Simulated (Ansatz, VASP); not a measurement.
Two plane-wave programs on Al3B2W

```
CELL_PARAMETERS angstrom
4.98707 0.00000 0.00000
-2.49354 4.31893 0.00000
0.00000 0.00000 3.27992
ATOMIC_POSITIONS crystal
Al 0.00000 0.50000 0.00000
Al 0.50000 0.50000 0.00000
Al 0.50000 0.00000 0.00000
B 0.66667 0.33333 0.50000
B 0.33333 0.66667 0.50000
W 0.00000 0.00000 0.50000
```

Change from the starting cell: species swapped into the DyB2Rh3 type (P6/mmm, No. 191).

Alike in both runs: functional PBE; k mesh 4 × 4 × 5; occupations gaussian, width 0.2 eV; no spin polarisation.

Ansatz relaxed the structure, and its values are those at the end. VASP's run is a single point on that final structure, the one shown.

|  | VASP | Ansatz |
| --- | --- | --- |
| version | VASP 6.6.1 | Ansatz 0.2.0 |
| potentials or method | VASP PAW PBE potentials, release 64 (Al, B, W_sv), cutoff 500 eV | scalar-relativistic, plane waves, PAW |
| valence electrons in the cell | 29 | 29 |

|  | VASP | Ansatz | Ansatz less VASP |
| --- | --- | --- | --- |
| gap on the k mesh at the Fermi level (eV) | none | none | - |
| pressure (GPa) | -0.1 | -0.1 | +0.01 |

A gap of «none» marks a metal or a gap that the smearing closes.

The k mesh is coarse, so the values compare programs but aren't converged. Spin-orbit coupling is off throughout.
